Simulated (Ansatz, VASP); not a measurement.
## Two plane-wave programs on CdSeS3

```
Cd Se S
1.0
     3.49868    2.01996    2.78161
    -3.49868    2.01996    2.78161
     0.00000   -4.03993    2.78161
Cd Se S
1 1 3
Direct
  0.50000 0.50000 0.50000
  0.00000 0.00000 0.00000
  0.07803 0.50000 0.92197
  0.92197 0.07803 0.50000
  0.50000 0.92197 0.07803
```

Change from the starting cell: species swapped into the Ag3SI type (R32, No. 155).

Alike in both runs: task relaxation of cell and atoms; functional PBE; k mesh 12 × 12 × 12; occupations gaussian, width 0.1 eV; no spin polarisation.

```csv
,VASP,Ansatz
version,VASP 6.6.1,Ansatz 0.2.0
potentials or method,"VASP PAW PBE potentials, release 64 (Cd, Se, S), cutoff 500 eV","scalar-relativistic, plane waves, PAW"
valence electrons in the cell,36,54
```

|  | VASP | Ansatz | Ansatz less VASP |
| --- | --- | --- | --- |
| gap on the k mesh at the Fermi level, each at its own relaxed structure (eV) | none | none | - |
| relaxed volume (Å³/atom) | 23.10 | 23.12 | +0.020 |
| relaxed length of the cell vector where the two differ most in proportion (Å) | 4.905 | 4.907 | +0.0023 |

A gap of «none» marks a metal or a gap that the smearing closes. VASP's potentials hold 36 valence electrons a cell and Ansatz's 54, so a difference there can come from the potentials and not from the codes.
